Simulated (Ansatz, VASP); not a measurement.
# SnO2 in VASP and in Ansatz

```
Sn O
1.0
     4.80234    0.00000    0.00000
     0.00000    4.80235    0.00000
     0.00000    0.00000    3.27231
Sn O
2 4
Direct
  0.50000 0.50000 0.50000
  0.00000 0.00000 0.00000
  0.33587 0.33592 0.00000
  0.83587 0.16408 0.50000
  0.16413 0.83592 0.50000
  0.66413 0.66408 0.00000
```

Alike in both runs: task single point; functional PBE; k mesh 6 × 6 × 8; occupations gaussian, width 0.05 eV; no spin polarisation.

|  | VASP | Ansatz |
| --- | --- | --- |
| version | VASP 6.6.1 | Ansatz 0.2.0 |
| potentials or method | VASP PAW PBE potentials, release 64 (Sn_d, O), cutoff 520 eV | scalar-relativistic, plane waves, PAW |
| valence electrons in the cell | 52 | 52 |

Ansatz gave:

* gap on the k mesh at the Fermi level (eV): 1.01
* least direct gap on the mesh (eV): 1.01
* pressure (GPa): 13.8
* traceless stress, the component that is largest in VASP (GPa): 3.16
* rms of the force components (eV/Å): 2.370

Question: What did VASP give for the same quantities?

Answer: gap on the k mesh at the Fermi level (eV): 1.00; least direct gap on the mesh (eV): 1.00; pressure (GPa): 14.5; traceless stress, the component that is largest in VASP (GPa): 3.94; rms of the force components (eV/Å): 2.403.

Atom by atom the forces differ by 0.033 eV/Å (rms over components).
